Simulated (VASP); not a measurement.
# Na2SCl2 in VASP: further runs

Na2SCl2 is run at these levels: PBE; tasks: single point.

Everything below comes from runs of VASP 6.6.1. Logs are shortened: lines on timing, memory, paths and dates and some standing lists are left out, and cuts for length are marked.

### Step 1. The cell of the first run

The cell holds a slab with vacuum, 5 atoms: a = 4.027 Å, b = 4.027 Å, c = 19.878 Å, α = 90.00°, β = 90.00°, γ = 90.00°.

### Step 2. Single point, PBE, collinear spin

Input file INCAR:

```
PREC     = Accurate       # precision mode
ENCUT    = 520            # plane-wave cutoff, eV
EDIFF    = 1E-7           # SCF threshold, eV
ISMEAR   = 0              # smearing method
SIGMA    = 0.05           # smearing width, eV
LREAL    = F              # projectors in reciprocal space
LASPH    = T              # aspherical terms in the spheres
NELM     = 150            # most SCF steps
ALGO     = Normal         # electronic algorithm
ISIF     = 2              # what is computed and relaxed
LWAVE    = F              # write WAVECAR
LCHARG   = F              # write CHGCAR
ISPIN    = 2              # spin polarisation
MAGMOM   = 0 0 0 0 2      # initial moments
LORBIT   = 11             # projections on sites
LDIPOL   = T            
IDIPOL   = 3            
DIPOL    = 0.5 0.5 0.324
GGA      = PE             # functional
NBANDS   = 29             # bands
```

Input file KPOINTS:

```
Automatic mesh
0
Gamma
  7 7 1
```

Input file POSCAR:

```
Na2SCl2
1.0
    4.0273798085      0.0000000000      0.0000000000
    0.0000000000      4.0273798085      0.0000000000
    0.0000000000      0.0000000000     19.8776080688
Na Cl S
2 2 1
Direct
    0.5000000000      0.5000000000      0.2012314553
    0.0000000000      0.0000000000      0.3409539738
    0.0000000000      0.0000000000      0.2012314553
    0.5000000000      0.5000000000      0.3459977702
    0.5000000000      0.5000000000      0.5306276305
```

Potentials or basis: VASP PAW PBE potentials, release 64 (Na_pv, Cl, S).

On the command line:

```console
> cat potpaw_PBE.64/Na_pv/POTCAR potpaw_PBE.64/Cl/POTCAR potpaw_PBE.64/S/POTCAR > POTCAR
> mpirun -np 1 vasp_std > vasp.out
```

OUTCAR:

```text
PREC = Accurate
   ENCUT = 520
   EDIFF = 1E-7
   ISMEAR = 0
   LREAL = F
   LASPH = T
   NELM = 150
   ISIF = 2
   ISPIN = 2
   LORBIT = 11
   GGA = PE

 ion  position               nearest neighbor table
   1  0.500  0.500  0.201-
   2  0.000  0.000  0.341-
   3  0.000  0.000  0.201-
   4  0.500  0.500  0.346-
   5  0.500  0.500  0.531-

  LATTYP: Found a simple tetragonal cell.
 ALAT       =     4.0273798085
 C/A-ratio  =     4.9356179486

  Lattice vectors:

 A1 = (   4.0273798085,   0.0000000000,   0.0000000000)
 A2 = (   0.0000000000,   4.0273798085,   0.0000000000)
 A3 = (   0.0000000000,   0.0000000000,  19.8776080688)

Analysis of symmetry for initial positions (statically):
=====================================================================
 Subroutine PRICEL returns:
 Original cell was already a primitive cell.

 Routine SETGRP: Setting up the symmetry group for a
 simple tetragonal supercell.

 Subroutine GETGRP returns: Found  8 space group operations
 (whereof  8 operations were pure point group operations)
 out of a pool of 16 trial point group operations.

The static configuration has the point symmetry C_4v.

Analysis of symmetry for dynamics (positions and initial velocities):
=====================================================================
 Subroutine PRICEL returns:
 Original cell was already a primitive cell.

 Routine SETGRP: Setting up the symmetry group for a
 simple tetragonal supercell.

 Subroutine GETGRP returns: Found  8 space group operations
 (whereof  8 operations were pure point group operations)
 out of a pool of 16 trial point group operations.

The dynamic configuration has the point symmetry C_4v.

Analysis of structural, dynamic, and magnetic symmetry:
=====================================================================
 Subroutine PRICEL returns:
 Original cell was already a primitive cell.

 Routine SETGRP: Setting up the symmetry group for a
 simple tetragonal supercell.

 Subroutine GETGRP returns: Found  8 space group operations
 (whereof  8 operations were pure point group operations)
 out of a pool of 16 trial point group operations.

The overall configuration has the point symmetry C_4v.

 Subroutine INISYM returns: Found  8 space group operations
 (whereof  8 operations are pure point group operations),
 and found     1 'primitive' translations

----------------------------------------------------------------------------------------

                                     Primitive cell

  volume of cell :     322.4106

  direct lattice vectors                    reciprocal lattice vectors
     4.027379809  0.000000000  0.000000000     0.248300396  0.000000000  0.000000000
     0.000000000  4.027379809  0.000000000     0.000000000  0.248300396  0.000000000
     0.000000000  0.000000000 19.877608069     0.000000000  0.000000000  0.050307864

  length of vectors
     4.027379809  4.027379809 19.877608069     0.248300396  0.248300396  0.050307864

  position of ions in fractional coordinates (direct lattice)
     0.500000000  0.500000000  0.201231455
     0.000000000  0.000000000  0.340953974
     0.000000000  0.000000000  0.201231455
     0.500000000  0.500000000  0.345997770
     0.500000000  0.500000000  0.530627630

  ion indices of the primitive-cell ions
   primitive index   ion index
                 1           1
                 2           2
                 3           3
                 4           4
                 5           5

----------------------------------------------------------------------------------------

 KPOINTS: Automatic mesh

Automatic generation of k-mesh.
 Grid dimensions read from file:
 generate k-points for:    7    7    1

 Generating k-lattice:

  Cartesian coordinates                     Fractional coordinates (reciprocal lattice)
     0.035471485  0.000000000  0.000000000     0.142857143  0.000000000  0.000000000
     0.000000000  0.035471485  0.000000000     0.000000000  0.142857143  0.000000000
     0.000000000  0.000000000  0.050307864     0.000000000  0.000000000  1.000000000

  Length of vectors
     0.035471485  0.035471485  0.050307864

  Shift w.r.t. Gamma in fractional coordinates (k-lattice)
     0.000000000  0.000000000  0.000000000

 Subroutine IBZKPT returns following result:
 ===========================================

 Found     10 irreducible k-points:

 Following reciprocal coordinates:
            Coordinates               Weight
  0.000000  0.000000  0.000000      1.000000
  0.142857  0.000000  0.000000      4.000000
  0.285714  0.000000  0.000000      4.000000
  0.428571  0.000000  0.000000      4.000000
  0.142857  0.142857  0.000000      4.000000
  0.285714  0.142857  0.000000      8.000000
  0.428571  0.142857  0.000000      8.000000
  0.285714  0.285714  0.000000      4.000000
  0.428571  0.285714  0.000000      8.000000
  0.428571  0.428571  0.000000      4.000000
   k-points           NKPTS =     10   k-points in BZ     NKDIM =     10   number of bands    NBANDS=     29
   number of dos      NEDOS =    301   number of ions     NIONS =      5
   total plane-waves  NPLWV = 135000
   dimension x,y,z NGX =    30 NGY =   30 NGZ =  150
   dimension x,y,z NGXF=    60 NGYF=   60 NGZF=  300
   ions per type =               2   2   1
   NGX,Y,Z   is equivalent  to a cutoff of  12.38, 12.38, 12.55 a.u.
   NGXF,Y,Z  is equivalent  to a cutoff of  24.77, 24.77, 25.09 a.u.
 SYSTEM =  unknown system
   PREC   = accura    normal or accurate (medium, high low for compatibility)
   ISTART =      0    job   : 0-new  1-cont  2-samecut
   ICHARG =      2    charge: 1-file 2-atom 10-const
   ISPIN  =      2    spin polarized calculation?
   LNONCOLLINEAR =      F non collinear calculations
   LSORBIT =      F    spin-orbit coupling
   LASPH  =      T    aspherical Exc in radial PAW
   ENCUT  =  520.0 eV  38.22 Ry    6.18 a.u.   7.49  7.49 36.96*2*pi/ulx,y,z
   NELM   =    150;   NELMIN=  2; NELMDL= -5     # of ELM steps
   EDIFF  = 0.1E-06   stopping-criterion for ELM
   LREAL  =      F    real-space projection
   EDIFFG = 0.1E-05   stopping-criterion for IOM
   NSW    =      0    number of steps for IOM
   IBRION =     -1    ionic relax: 0-MD 1-quasi-New 2-CG
   NFREE  =      0    steps in history (QN), initial steepest desc. (CG)
   ISIF   =      2    stress and relaxation
   ISYM   =      2    0-nonsym 1-usesym 2-fastsym
   POTIM  = 0.5000    time-step for ionic-motion
   TEBEG  =    0.0;   TEEND  =   0.0 temperature during run
   PSTRESS=    0.0 pullay stress
   NELECT =      34.0000    total number of electrons
   NUPDOWN=      -1.0000    fix difference up-down
   EMIN   =  10.00;   EMAX   =-10.00  energy-range for DOS
   EFERMI =   0.00;   METHOD = LEGACY
   ISMEAR =     0;   SIGMA  =   0.05  broadening in eV -4-tet -1-fermi 0-gaus
   EFERMI_NEDOS =   21; number of points for ismear=-14 and -15
   IALGO  =     38    algorithm
   IMIX   =      4    mixing-type and parameters
     AMIX     =   0.40;   BMIX     =  1.00
     AMIX_MAG =   1.60;   BMIX_MAG =  1.00
  volume/ion in A,a.u.               =      64.48       435.15
  Fermi-wavevector in a.u.,A,eV,Ry     =   0.773448  1.461606  8.139311  0.598222
  Thomas-Fermi vector in A             =   1.875295
   LORBIT       =     11    0 simple, 1 ext, 2 COOP (PROOUT), +10 PAW based schemes
   GGA     = PE    functional components
   LHFCALC =     F    Hartree Fock is set to
   AEXX    =    0.0000 exact exchange contribution
   IVDW    =     0    specifies the selected vdW correction
   LEPSILON=     F    determine dielectric tensor
   LRPA    =     F    only Hartree local field effects (RPA)
 spin polarized calculation
 Gauss-broadening in eV      SIGMA  =   0.05
  energy-cutoff  :      520.00
  volume of cell :      322.41
 maximum number of plane-waves:      8753
 NGX is ok and might be reduce to    30
   NGX = 15   NGY = 15   NGZ = 73

 dipolmoment           0.000000      0.000000     -0.003809 electrons x Angstroem

 number of electron      33.9999976 magnetization       2.0000000

 dipolmoment           0.000000      0.000000      0.112192 electrons x Angstroem

 Free energy of the ion-electron system (eV)
  ---------------------------------------------------
  ext. energy  EPLUGINS =         0.00000000
  ---------------------------------------------------
  free energy    TOTEN  =       -14.61994671 eV

  energy without entropy =      -14.61695239  energy(sigma->0) =      -14.61844955

 E-fermi :  -3.0621     XC(G=0):  -3.7817

 val. band max:       -3.0788235702   @ k =   0.2857   0.2857   0.0000
 cond. band min:      -3.0419172537   @ k =   0.4286   0.2857   0.0000
 fundamental gap:      0.0369063165
 Fermi energy:        -3.0620733145

 spin component 1

 k-point     1 :       0.0000    0.0000    0.0000
  band No.  band energies     occupation
      1     -25.9298      1.00000
      2     -25.8878      1.00000
      3     -25.8878      1.00000
      4     -25.5782      1.00000
      5     -25.5420      1.00000
      6     -25.5420      1.00000
[... 21 lines left out ...]
     28       5.4246      0.00000
     29       5.9063      0.00000

 k-point     2 :       0.1429    0.0000    0.0000
  band No.  band energies     occupation
      1     -25.9296      1.00000
      2     -25.8903      1.00000
      3     -25.8875      1.00000
      4     -25.5781      1.00000
      5     -25.5445      1.00000
      6     -25.5417      1.00000
[... 248 lines left out ...]
 k-point    10 :       0.4286    0.4286    0.0000
  band No.  band energies     occupation
      1     -25.9282      1.00000
      2     -25.8962      1.00000
      3     -25.8959      1.00000
      4     -25.5767      1.00000
      5     -25.5504      1.00000
      6     -25.5501      1.00000
[... 21 lines left out ...]
     28       5.6273      0.00000
     29       5.7839      0.00000
 Fermi energy:        -3.0620733145

 spin component 2

 k-point     1 :       0.0000    0.0000    0.0000
  band No.  band energies     occupation
      1     -25.9291      1.00000
      2     -25.8876      1.00000
      3     -25.8876      1.00000
      4     -25.5785      1.00000
      5     -25.5422      1.00000
      6     -25.5422      1.00000
[... 21 lines left out ...]
     28       5.9000      0.00000
     29       6.4739      0.00000

 k-point     2 :       0.1429    0.0000    0.0000
  band No.  band energies     occupation
      1     -25.9289      1.00000
      2     -25.8901      1.00000
      3     -25.8873      1.00000
      4     -25.5783      1.00000
      5     -25.5447      1.00000
      6     -25.5419      1.00000
[... 248 lines left out ...]
 k-point    10 :       0.4286    0.4286    0.0000
  band No.  band energies     occupation
      1     -25.9275      1.00000
      2     -25.8961      1.00000
      3     -25.8957      1.00000
      4     -25.5770      1.00000
      5     -25.5506      1.00000
      6     -25.5503      1.00000
[... 21 lines left out ...]
     28       5.8219      0.00000
     29       5.9141      0.00000

------------------------ aborting loop because EDIFF is reached ----------------------------------------

 vacuum level on the upper side and lower side of the slab       (xc-potential included)         0.497        -0.715

  FORCE on cell =-STRESS in cart. coord.  units (eV):
  Direction    XX          YY          ZZ          XY          YZ          ZX
  --------------------------------------------------------------------------------------
  -------------------------------------------------------------------------------------
  Total       -1.6899541     -1.6899541     -0.4185109      0.0000000      0.0000000     -0.0000000
  in kB       -8.3980063     -8.3980063     -2.0797354      0.0000000      0.0000000     -0.0000000
  external PRESSURE =      -6.2919160 kB  Pullay stress =       0.0000000 kB

 VOLUME and BASIS-vectors are now :
 -----------------------------------------------------------------------------
  energy-cutoff  :      520.00
  volume of cell :      322.41
      direct lattice vectors                 reciprocal lattice vectors
     4.027379809  0.000000000  0.000000000     0.248300396  0.000000000  0.000000000
     0.000000000  4.027379809  0.000000000     0.000000000  0.248300396  0.000000000
     0.000000000  0.000000000 19.877608069     0.000000000  0.000000000  0.050307864

 POSITION                                       TOTAL-FORCE (eV/Angst)
 -----------------------------------------------------------------------------------
      2.01369      2.01369      4.00000         0.000000      0.000000      0.222171
      0.00000      0.00000      6.77735         0.000000     -0.000000      0.099757
      0.00000      0.00000      4.00000         0.000000     -0.000000     -0.220990
      2.01369      2.01369      6.87761         0.000000      0.000000      0.001312
      2.01369      2.01369     10.54761         0.000000     -0.000000     -0.102251
 -----------------------------------------------------------------------------------
    total drift:                                0.000000      0.000000      0.001832

  FREE ENERGIE OF THE ION-ELECTRON SYSTEM (eV)
  ---------------------------------------------------
  free  energy   TOTEN  =       -14.6199467103 eV

  energy  without entropy=      -14.6169523941  energy(sigma->0) =      -14.61844955

 vacuum level on the upper side and lower side of the slab         2.809         1.574

 total charge

# of ion       s       p       d       tot
------------------------------------------
    1        0.038   5.972   0.000   6.009
    2        0.038   5.973   0.000   6.011
    3        1.588   3.569   0.000   5.157
    4        1.589   3.559   0.000   5.147
    5        1.401   2.078   0.000   3.479
--------------------------------------------------
tot          4.654  21.150   0.000  25.804

 magnetization (x)

# of ion       s       p       d       tot
------------------------------------------
    1        0.000   0.000   0.000   0.000
    2       -0.000  -0.000   0.000  -0.000
    3        0.000   0.001   0.000   0.001
    4        0.001   0.028   0.000   0.030
    5        0.028   1.126   0.000   1.154
--------------------------------------------------
tot          0.030   1.156   0.000   1.185
```

It took 2.6 min on 1 thread of AMD EPYC 9R45 (Zen 5), shared host; peak memory 0.51 GiB.

What came out:

```
Free energy                                           : -14.6199 eV
Largest force                                         : 0.222 eV/Å
Band gap on the k mesh                                : zero (filled and empty bands overlap)
Net moment                                            : 2.00 μB per cell
Site moments                                          : Na +0.00, -0.00; Cl +0.00, +0.03; S +1.15 μB
Valence electrons inside the program's atomic spheres : Na 6.01; Cl 5.16, 5.15; S 3.48
```

Forces on the atoms (eV/Å):
```
Na   0.000  0.000  0.222
Na   0.000  0.000  0.100
Cl   0.000  0.000 -0.221
Cl   0.000  0.000  0.001
S    0.000  0.000 -0.102
```

Levels at points of the mesh, in eV from the Fermi level:
Spin up:
```
           k point  band 15  band 16  band 17  band 18  band 19  band 20  band 21  band 22
(0.00, 0.00, 0.00)    -1.55    -1.55    -0.90    -0.90     3.32     4.38     5.00     5.59
```
Spin down:
```
           k point  band 14  band 15  band 16  band 17  band 18  band 19
(0.00, 0.00, 0.00)    -1.53    -1.53     0.28     0.65     0.65     3.34
```

### Step 3. Single point, PBE, collinear spin

Input file INCAR:

```
  ALGO = Normal
  DIPOL = 0.5 0.5 0.324
  EDIFF = 1E-6
  ENCUT = 520
  GGA = PE
  IDIPOL = 3
  ISIF = 2
  ISMEAR = 0
  ISPIN = 2
  LASPH = T
  LCHARG = T
  LDIPOL = T
  LELF = T
  LORBIT = 11
  LREAL = F
  LVACPOTAV = T
  LVHAR = T
  LWAVE = F
  MAGMOM = 0 0 0 0 2
  NBANDS = 29
  NELM = 150
  PREC = Accurate
  SIGMA = 0.05
```

Input file KPOINTS:

```
k-points
0
Gamma
  7 7 1
```

Changes to POSCAR since step 2:

```diff
@@ -12,2 +12,2 @@
     0.5000000000      0.5000000000      0.3459977702
-    0.5000000000      0.5000000000      0.5306276305
+    1.0000000000      1.0000000000      0.5306276305
```

Potentials or basis: VASP PAW PBE potentials, release 64 (Na_pv, Cl, S).

On the command line:

```console
> cat potpaw_PBE.64/Na_pv/POTCAR potpaw_PBE.64/Cl/POTCAR potpaw_PBE.64/S/POTCAR > POTCAR
> mpirun -np 1 vasp_std > vasp.out
```

It took 2.5 min on 1 thread of AMD EPYC 9R45 (Zen 5), shared host; peak memory 0.52 GiB.

Results (log left out):

| Item | Value |
| --- | --- |
| Free energy | -14.5464 eV |
| Largest force | 0.226 eV/Å |
| Band gap on the k mesh | zero (filled and empty bands overlap) |
| Net moment | 2.00 μB per cell |
| Site moments | Na +0.00; Cl +0.00, +0.01; S +1.16 μB |
| Valence electrons inside the program's atomic spheres | Na 6.01; Cl 5.16, 5.15; S 3.48 |

Forces on the atoms (eV/Å):
```
Na   0.000  0.000  0.226
Na   0.000  0.000  0.001
Cl   0.000  0.000 -0.219
Cl   0.000  0.000 -0.017
S    0.000  0.000  0.009
```

Levels at points of the mesh, in eV from the Fermi level:
Spin up:
```tsv
k point	band 14	band 15	band 16	band 17	band 18	band 19	band 20	band 21	band 22	band 23
(0.00, 0.00, 0.00)	-1.12	-0.95	-0.95	-0.88	-0.88	3.93	4.84	5.30	6.01	6.50
```
Spin down:
```
           k point  band 12  band 13  band 14  band 15  band 16  band 17  band 18  band 19  band 20  band 21
(0.00, 0.00, 0.00)    -1.30    -1.18    -0.91    -0.91     0.16     0.63     0.63     3.95     5.02     5.49
```

The gap in the log of VASP goes by the Fermi energy; the results here count the filled bands.